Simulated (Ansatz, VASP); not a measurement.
# CdHgS2 in VASP and in Ansatz

INCAR

```
ALGO = Normal
EDIFF = 1E-6
ENCUT = 630
GGA = PE
GGA_COMPAT = F
ISIF = 2
ISMEAR = -1
LASPH = T
LCHARG = T
LELF = T
LREAL = F
LVHAR = T
LWAVE = F
NBANDS = 34
NELM = 120
PREC = Accurate
SIGMA = 0.02
```

File KPOINTS:

```
k-points
0
Gamma
  6 6 4
```

Contents of POSCAR:

```
CdHgS2
1.0
    4.1808544811      0.0000000000      0.0000000000
    0.0000000000      4.1808544811      0.0000000000
    0.0000000000      0.0000000000      5.5341816492
Cd S Hg
1 2 1
Direct
    0.0000000000      0.0000000000      0.0000000000
    0.0000000000      0.5000000000      0.2462703360
    0.5000000000      0.0000000000      0.7537296640
    0.5000000000      0.5000000000      0.5000000000
```

Input for Ansatz:

```yaml
crystal:
  lattice:
    - [4.1808544811, 0.0, 0.0]
    - [0.0, 4.1808544811, 0.0]
    - [0.0, 0.0, 5.5341816492]
  atoms:
    - { symbol: Cd, position: [0.0, 0.0, 0.0] }
    - { symbol: S, position: [0.0, 0.5, 0.246270336] }
    - { symbol: Hg, position: [0.5, 0.5, 0.5] }
    - { symbol: S, position: [0.5, 0.0, 0.753729664] }
kpoints:
  mp_grid: { grid: [6, 6, 4] }
  band_path:
    path:
      - [0.0, 0.0, 0.0]
      - [0.0, 0.5, 0.0]
      - [0.5, 0.5, 0.0]
      - [0.0, 0.0, 0.5]
      - [0.0, 0.5, 0.5]
      - [0.5, 0.5, 0.5]
    npoints: 1
hamiltonian:
  xc: pbe
scf:
  occupations: { method: fermi_dirac, width: 0.02 }
  n_extra_bands: 5
output:
  forces: true
  stress: true
  eigenvalues: true
  write_density: true
  write_potential: true
  elf: true
  volumetric_format: npy
```

Change from the starting cell: uniaxial_z strain -6.0%.

Alike in both runs: task single point; functional PBE; k mesh 6 × 6 × 4; occupations fermi-dirac, width 0.02 eV; no spin polarisation.

|  | VASP | Ansatz |
| --- | --- | --- |
| version | VASP 6.6.1 | Ansatz 0.2.0 |
| potentials or method | VASP PAW PBE potentials, release 64 (Cd_sv_GW, S, Hg_sv_GW) | plane waves, PAW |
| plane-wave cutoff (eV) | 630 | 420 |
| valence electrons in the cell | 52 | 52 |

VASP gave:

- pressure (GPa): 5.5
- rms of the force components (eV/Å): 0.005

Task: Which values does Ansatz return?

Result: Pressure (GPa): 5.6; rms of the force components (eV/Å): 0.006.

Neither program's run includes spin-orbit coupling.
